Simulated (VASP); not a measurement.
# SnO in VASP: single point with PBE+D3(BJ)

Aim: the single point of SnO with PBE+D3(BJ).

All numbers are computed with VASP 6.6.1; they aren't measurements. Logs are shortened: lines on timing, memory, paths and dates and some standing lists are left out, and cuts for length are marked.

## Step 1: The cell of the first run

The cell holds a slab with vacuum, 8 atoms: a = 3.820 Å, b = 3.820 Å, c = 22.226 Å, α = 90.00°, β = 90.00°, γ = 90.00°.

## Step 2: Single point, PBE+D3(BJ) (layers slid over each other)

Input file INCAR:

```
PREC = Accurate
ENCUT = 520
EDIFF = 1E-6
ISMEAR = 0
SIGMA = 0.05
LREAL = F
LASPH = T
NELM = 100
ALGO = Normal
ISIF = 2
LWAVE = F
LCHARG = F
LDIPOL = T
IDIPOL = 3
DIPOL = 0.5 0.5 0.408
GGA = PE
IVDW = 12
NBANDS = 50
```

Input file KPOINTS:

```
Automatic mesh
0
Gamma
  7 7 1
```

Input file POSCAR:

```
SnO
1.0
    3.8201527101      0.0002954416      0.0000000000
   -0.0003145269      3.8201527086      0.0000000000
    0.0000000000      0.0000000000     22.2260751773
Sn O
4 4
Direct
    0.9999452874      0.9999452874      0.2024648960
    0.4999452874      0.4999452874      0.3087831537
    0.6249452874      0.9999452874      0.5067488299
    1.1249452874      1.4999452874      0.6130670876
    0.9999461031      0.4999461031      0.2556240249
    0.4999461031      0.9999461031      0.2556240249
    0.6249444717      1.4999444717      0.5599079587
    1.1249444717      0.9999444717      0.5599079587
```

Potentials or basis: VASP PAW PBE potentials, release 64 (Sn_d, O).

Launch:

```
cat potpaw_PBE.64/Sn_d/POTCAR potpaw_PBE.64/O/POTCAR > POTCAR
mpirun -np 1 vasp_std > vasp.out
```

OUTCAR:

```text
PREC = Accurate
   ENCUT = 520
   EDIFF = 1E-6
   ISMEAR = 0
   LREAL = F
   LASPH = T
   NELM = 100
   ISIF = 2
   GGA = PE
   IVDW = 12
 IVDW          = 12

 ion  position               nearest neighbor table
   1  1.000  1.000  0.202-   6 2.25   5 2.25   6 2.25   5 2.25   2 3.59   2 3.59   2 3.59   2 3.59

   2  0.500  0.500  0.309-   5 2.25   6 2.25   5 2.25   6 2.25   1 3.59   1 3.59   1 3.59   1 3.59

   3  0.625  1.000  0.507-   8 2.25   7 2.25   8 2.25   7 2.25   4 3.59   4 3.59   4 3.59   4 3.59

   4  0.125  0.500  0.613-   7 2.25   8 2.25   7 2.25   8 2.25   3 3.59   3 3.59   3 3.59   3 3.59

   5  1.000  0.500  0.256-   2 2.25   1 2.25   2 2.25   1 2.25
   6  0.500  1.000  0.256-   2 2.25   1 2.25   2 2.25   1 2.25
   7  0.625  0.500  0.560-   3 2.25   4 2.25   3 2.25   4 2.25
   8  0.125  1.000  0.560-   3 2.25   4 2.25   3 2.25   4 2.25

  LATTYP: Found a simple tetragonal cell.
 ALAT       =     3.8201527215
 C/A-ratio  =     5.8181116823

  Lattice vectors:

 A1 = (   3.8201527101,   0.0002954416,   0.0000000000)
 A2 = (  -0.0003145269,   3.8201527086,   0.0000000000)
 A3 = (   0.0000000000,   0.0000000000,  22.2260751773)

Analysis of symmetry for initial positions (statically):
=====================================================================
 Subroutine PRICEL returns:
 Original cell was already a primitive cell.

 Routine SETGRP: Setting up the symmetry group for a
 simple tetragonal supercell.

 Subroutine GETGRP returns: Found  4 space group operations
 (whereof  1 operations were pure point group operations)
 out of a pool of 16 trial point group operations.

The static configuration has the point symmetry C_1 .
 The point group associated with its full space group is C_2h.

Analysis of symmetry for dynamics (positions and initial velocities):
=====================================================================
 Subroutine PRICEL returns:
 Original cell was already a primitive cell.

 Routine SETGRP: Setting up the symmetry group for a
 simple tetragonal supercell.

 Subroutine GETGRP returns: Found  4 space group operations
 (whereof  1 operations were pure point group operations)
 out of a pool of 16 trial point group operations.

The dynamic configuration has the point symmetry C_1 .
 The point group associated with its full space group is C_2h.

 Subroutine INISYM returns: Found  4 space group operations
 (whereof  1 operations are pure point group operations),
 and found     1 'primitive' translations

----------------------------------------------------------------------------------------

                                     Primitive cell

  volume of cell :     324.3577

  direct lattice vectors                    reciprocal lattice vectors
     3.820152710  0.000295442  0.000000000     0.261769638  0.000021552  0.000000000
    -0.000314527  3.820152709  0.000000000    -0.000020245  0.261769639  0.000000000
     0.000000000  0.000000000 22.226075177     0.000000000  0.000000000  0.044992199

  length of vectors
     3.820152722  3.820152722 22.226075177     0.261769639  0.261769639  0.044992199

  position of ions in fractional coordinates (direct lattice)
     0.999945287  0.999945287  0.202464896
     0.499945287  0.499945287  0.308783154
     0.624945287  0.999945287  0.506748830
     0.124945287  0.499945287  0.613067088
     0.999946103  0.499946103  0.255624025
     0.499946103  0.999946103  0.255624025
     0.624944472  0.499944472  0.559907959
     0.124944472  0.999944472  0.559907959

  ion indices of the primitive-cell ions
   primitive index   ion index
                 1           1
                 2           2
                 3           3
                 4           4
                 5           5
                 6           6
                 7           7
                 8           8

----------------------------------------------------------------------------------------

 KPOINTS: Automatic mesh

Automatic generation of k-mesh.
 Grid dimensions read from file:
 generate k-points for:    7    7    1

 Generating k-lattice:

  Cartesian coordinates                     Fractional coordinates (reciprocal lattice)
     0.037395663  0.000003079  0.000000000     0.142857143  0.000000000  0.000000000
    -0.000002892  0.037395663  0.000000000     0.000000000  0.142857143  0.000000000
     0.000000000  0.000000000  0.044992199     0.000000000  0.000000000  1.000000000

  Length of vectors
     0.037395663  0.037395663  0.044992199

  Shift w.r.t. Gamma in fractional coordinates (k-lattice)
     0.000000000  0.000000000  0.000000000

 Subroutine IBZKPT returns following result:
 ===========================================

 Found     16 irreducible k-points:

 Following reciprocal coordinates:
            Coordinates               Weight
  0.000000  0.000000  0.000000      1.000000
  0.142857  0.000000  0.000000      2.000000
  0.000000  0.142857  0.000000      2.000000
  0.285714  0.000000  0.000000      2.000000
 -0.000000  0.285714  0.000000      2.000000
  0.428571  0.000000  0.000000      2.000000
[... 8 lines left out ...]
 -0.285714  0.428571  0.000000      4.000000
  0.428571  0.428571  0.000000      4.000000
   k-points           NKPTS =     16   k-points in BZ     NKDIM =     16   number of bands    NBANDS=     50
   number of dos      NEDOS =    301   number of ions     NIONS =      8
   total plane-waves  NPLWV = 131712
   dimension x,y,z NGX =    28 NGY =   28 NGZ =  168
   dimension x,y,z NGXF=    56 NGYF=   56 NGZF=  336
   ions per type =               4   4
   NGX,Y,Z   is equivalent  to a cutoff of  12.19, 12.19, 12.57 a.u.
   NGXF,Y,Z  is equivalent  to a cutoff of  24.37, 24.37, 25.13 a.u.
 SYSTEM =  unknown system
   PREC   = accura    normal or accurate (medium, high low for compatibility)
   ISTART =      0    job   : 0-new  1-cont  2-samecut
   ICHARG =      2    charge: 1-file 2-atom 10-const
   ISPIN  =      1    spin polarized calculation?
   LNONCOLLINEAR =      F non collinear calculations
   LSORBIT =      F    spin-orbit coupling
   LASPH  =      T    aspherical Exc in radial PAW
   ENCUT  =  520.0 eV  38.22 Ry    6.18 a.u.   7.10  7.10 41.33*2*pi/ulx,y,z
   NELM   =    100;   NELMIN=  2; NELMDL= -5     # of ELM steps
   EDIFF  = 0.1E-05   stopping-criterion for ELM
   LREAL  =      F    real-space projection
[... 7 lines left out ...]
   TEBEG  =    0.0;   TEEND  =   0.0 temperature during run
   PSTRESS=    0.0 pullay stress
   NELECT =      80.0000    total number of electrons
   NUPDOWN=      -1.0000    fix difference up-down
   EMIN   =  10.00;   EMAX   =-10.00  energy-range for DOS
   EFERMI =   0.00;   METHOD = LEGACY
   ISMEAR =     0;   SIGMA  =   0.05  broadening in eV -4-tet -1-fermi 0-gaus
   EFERMI_NEDOS =   21; number of points for ismear=-14 and -15
   IALGO  =     38    algorithm
   IMIX   =      4    mixing-type and parameters
     AMIX     =   0.40;   BMIX     =  1.00
     AMIX_MAG =   1.60;   BMIX_MAG =  1.00
  volume/ion in A,a.u.               =      40.54       273.61
  Fermi-wavevector in a.u.,A,eV,Ry     =   1.026668  1.940121 14.341186  1.054047
  Thomas-Fermi vector in A             =   2.160573
   LORBIT       =      0    0 simple, 1 ext, 2 COOP (PROOUT), +10 PAW based schemes
   GGA     = PE    functional components
   LHFCALC =     F    Hartree Fock is set to
   AEXX    =    0.0000 exact exchange contribution
   IVDW    =    12    specifies the selected vdW correction
   LEPSILON=     F    determine dielectric tensor
   LRPA    =     F    only Hartree local field effects (RPA)
 non-spin polarized calculation
 Gauss-broadening in eV      SIGMA  =   0.05
  energy-cutoff  :      520.00
  volume of cell :      324.36
 maximum number of plane-waves:      8769
   NGX = 15   NGY = 15   NGZ = 83

 dipolmoment           0.000000      0.000000      0.000000 electrons x Angstroem

 number of electron      79.9999969 magnetization

 dipolmoment           0.000000      0.000000     -0.000000 electrons x Angstroem

 Free energy of the ion-electron system (eV)
  ---------------------------------------------------
  ext. energy  EPLUGINS =         0.00000000
  ---------------------------------------------------
  free energy    TOTEN  =       -45.17556001 eV

  energy without entropy =      -45.17556001  energy(sigma->0) =      -45.17556001

 E-fermi :  -0.0382     XC(G=0):  -5.3426

 val. band max:       -0.2599972726   @ k =   0.1429   0.1429   0.0000
 cond. band min:       2.3297329844   @ k =   0.0000   0.0000   0.0000
 fundamental gap:      2.5897302570
 Fermi energy:        -0.0381720158

 k-point     1 :       0.0000    0.0000    0.0000
  band No.  band energies     occupation
      1     -21.0552      2.00000
      2     -21.0552      2.00000
      3     -20.6945      2.00000
      4     -20.6945      2.00000
      5     -20.6567      2.00000
      6     -20.6565      2.00000
[... 42 lines left out ...]
     49       5.2045      0.00000
     50       5.2172      0.00000

 k-point     2 :       0.1429    0.0000    0.0000
  band No.  band energies     occupation
      1     -21.0462      2.00000
      2     -21.0462      2.00000
      3     -20.6951      2.00000
      4     -20.6951      2.00000
      5     -20.6583      2.00000
      6     -20.6580      2.00000
[... 42 lines left out ...]
     49       5.3943      0.00000
     50       5.4918      0.00000

 k-point     3 :       0.0000    0.1429    0.0000
  band No.  band energies     occupation
      1     -21.0462      2.00000
      2     -21.0462      2.00000
      3     -20.6952      2.00000
      4     -20.6951      2.00000
      5     -20.6585      2.00000
      6     -20.6584      2.00000
[... 42 lines left out ...]
     49       5.3688      0.00000
     50       5.4819      0.00000

 k-point     4 :       0.2857    0.0000    0.0000
  band No.  band energies     occupation
      1     -21.0213      2.00000
      2     -21.0212      2.00000
      3     -20.7915      2.00000
      4     -20.7915      2.00000
      5     -20.6627      2.00000
      6     -20.6625      2.00000
[... 575 lines left out ...]
 k-point    15 :      -0.2857    0.4286    0.0000
  band No.  band energies     occupation
      1     -20.9901      2.00000
      2     -20.9901      2.00000
      3     -20.9480      2.00000
      4     -20.9479      2.00000
      5     -20.6595      2.00000
      6     -20.6595      2.00000
[... 42 lines left out ...]
     49       5.8237      0.00000
     50       6.1287      0.00000

 k-point    16 :       0.4286    0.4286    0.0000
  band No.  band energies     occupation
      1     -20.9959      2.00000
      2     -20.9958      2.00000
      3     -20.9820      2.00000
      4     -20.9819      2.00000
      5     -20.6614      2.00000
      6     -20.6614      2.00000
[... 42 lines left out ...]
     49       6.1981      0.00000
     50       6.4058      0.00000

------------------------ aborting loop because EDIFF is reached ----------------------------------------

 vacuum level on the upper side and lower side of the slab       (xc-potential included)        -0.154        -0.154

 Edisp (eV)   -1.22242

 E8    (eV) :    -0.5405

  FORCE on cell =-STRESS in cart. coord.  units (eV):
  Direction    XX          YY          ZZ          XY          YZ          ZX
  --------------------------------------------------------------------------------------
  -------------------------------------------------------------------------------------
  Total       0.14917     0.18835    -0.15717    -0.00000     0.00000     0.06023
  in kB       0.73683     0.93038    -0.77637    -0.00002     0.00002     0.29749
  external pressure =        0.30 kB  Pullay stress =        0.00 kB

 VOLUME and BASIS-vectors are now :
 -----------------------------------------------------------------------------
  energy-cutoff  :      520.00
  volume of cell :      324.36
      direct lattice vectors                 reciprocal lattice vectors
     3.820152710  0.000295442  0.000000000     0.261769638  0.000021552  0.000000000
    -0.000314527  3.820152709  0.000000000    -0.000020245  0.261769639  0.000000000
     0.000000000  0.000000000 22.226075177     0.000000000  0.000000000  0.044992199

 POSITION                                       TOTAL-FORCE (eV/Angst)
 -----------------------------------------------------------------------------------
      3.81963      3.82024      4.50000        -0.001145     -0.000000     -0.083907
      1.90971      1.91002      6.86304        -0.003737     -0.000000      0.153235
      2.38707      3.82013     11.26304         0.003737      0.000000     -0.153235
      0.47715      1.90990     13.62608         0.001145      0.000000      0.083907
      3.81979      1.91017      5.68152        -0.007237     -0.000001      0.006807
      1.90956      3.82009      5.68152         0.002449      0.000000      0.006621
      2.38723      1.91005     12.44456        -0.002449     -0.000000     -0.006621
      0.47699      3.81998     12.44456         0.007237      0.000001     -0.006807
 -----------------------------------------------------------------------------------
    total drift:                               -0.000003     -0.000003     -0.000002

  FREE ENERGIE OF THE ION-ELECTRON SYSTEM (eV)
  ---------------------------------------------------
  free  energy   TOTEN  =       -46.3979832106 eV

  energy  without entropy=      -46.3979832106  energy(sigma->0) =      -46.39798321

 vacuum level on the upper side and lower side of the slab         4.791         4.791
```

Run time: 11 min. Hardware: 1 thread of Intel Xeon 8259CL, shared host; peak memory 0.45 GiB.

Results:

| Quantity | Value |
| --- | --- |
| Free energy | -46.3980 eV |
| Largest force | 0.153 eV/Å |
| Band gap on the k mesh | 2.59 eV (least direct gap 2.61 eV) |
| Dispersion energy per atom | -0.153 eV |

Forces on the atoms (eV/Å):
```
Sn  -0.001  0.000 -0.084
Sn  -0.004  0.000  0.153
Sn   0.004  0.000 -0.153
Sn   0.001  0.000  0.084
O   -0.007  0.000  0.007
O    0.002  0.000  0.007
O   -0.002  0.000 -0.007
O    0.007  0.000 -0.007
```

Caveat: the cell differs from its parent crystal (layers slid over each other); spin-orbit coupling is left out, which moves the levels of the heavy elements.
